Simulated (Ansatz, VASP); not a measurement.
## Two plane-wave programs on Ag

```
Ag
1.0
     0.00000    2.07375    2.10439
     2.07375    0.00000    2.10439
     2.07375    2.07375    0.00000
Ag
1
Direct
  0.00000 0.00000 0.00000
```

Change from the starting cell: strain +0.015 along x and y, +0.030 along z, atoms carried along.

Alike in both runs: task single point; functional PBE; k mesh 10 × 10 × 10; occupations gaussian, width 0.15 eV; no spin polarisation.

|  | VASP | Ansatz |
| --- | --- | --- |
| version | VASP 6.6.1 | Ansatz 0.2.0 |
| potentials or method | VASP PAW PBE potentials, release 64 (Ag), cutoff 520 eV | scalar-relativistic, plane waves, PAW |
| valence electrons in the cell | 11 | 19 |

```tsv
	VASP	Ansatz	Ansatz less VASP
gap on the k mesh at the Fermi level (eV)	none	none	-
pressure (GPa)	-1.1	-1.0	+0.10
traceless stress, the component that is largest in VASP (GPa)	-0.15	-0.16	-0.009
```

A gap of «none» marks a metal or a gap that the smearing closes. VASP's potentials hold 11 valence electrons a cell and Ansatz's 19, so a difference there can come from the potentials and not from the codes.
